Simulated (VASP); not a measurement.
Wanted: the native input for a VASP 6.6.1 run.

| Property | Result |
| --- | --- |
| Task | relaxation of cell and atoms |
| Functional | PBE |
| Potentials or basis | VASP PAW PBE potentials, release 64 (Li_sv, Nb_sv, O) |
| Cutoff | 600 eV |
| k mesh | 12 × 12 × 12 |
| Occupations | gaussian, width 0.1 eV |
| Spin | no spin polarisation |
| Dipole correction | no |
| Further INCAR settings | ALGO = Normal; EDIFF = 1e-06; IBRION = 2; EDIFFG = -0.01; NSW = 100; ISIF = 3 |

The structure of LiNbO3 lies in POSCAR:

```
LiNbO3
1.0
    3.4448674927      0.0000000000      0.0000000000
    0.0000000000      3.4448674927      0.0000000000
    0.0000000000      0.0000000000      3.4448674927
Li Nb O
1 1 3
Direct
    0.5000000000      0.5000000000      0.5000000000
    0.0000000000      0.0000000000      0.0000000000
    0.0000000000      0.5000000000      0.5000000000
    0.5000000000      0.0000000000      0.5000000000
    0.5000000000      0.5000000000      0.0000000000
```

One way to write it, as run:

INCAR

```
SYSTEM = LiNbO3
PREC = Accurate ; ENCUT = 600
EDIFF = 1E-6 ; ISMEAR = 0
SIGMA = 0.1 ; LREAL = .FALSE.
LASPH = .TRUE. ; NELM = 60
ALGO = Normal ; ISIF = 3
LWAVE = .FALSE. ; LCHARG = .FALSE.
GGA = PE ; IBRION = 2
NSW = 100 ; EDIFFG = -0.01
```

KPOINTS

```
Automatic mesh
0
G
  12 12 12
  0 0 0
```

Potentials or basis: VASP PAW PBE potentials, release 64 (Li_sv, Nb_sv, O).

Launch:

```sh
$ cat potpaw_PBE.64/Li_sv/POTCAR potpaw_PBE.64/Nb_sv/POTCAR potpaw_PBE.64/O/POTCAR > POTCAR
$ mpirun -np 1 vasp_std > vasp.out
```

It gave:

The relaxed volume is 8.19 Å³/atom. The relaxed cell is a = 3.447 Å, b = 3.447 Å, c = 3.447 Å, α = 90.00°, β = 90.00°, γ = 90.00°. The space group after relaxing (to 0.1 Å) is Pm-3m (No. 221), the energy gained by relaxing is 0.0 meV/atom and the ionic steps are 3. The pressure after relaxing is 0.0 GPa and the band gap on the k mesh is zero (bands 17 and 18 overlap by 0.55 eV).

Caveat: the cutoff is under 1.25 times the usual one of these potentials, so pressure, stress and relaxed cells hold a basis-set (Pulay) error.

It took 4.3 min on 1 thread of AMD EPYC 7R43 64-Core Processor (Zen 3), on a shared host, peak memory 0.19 GiB.
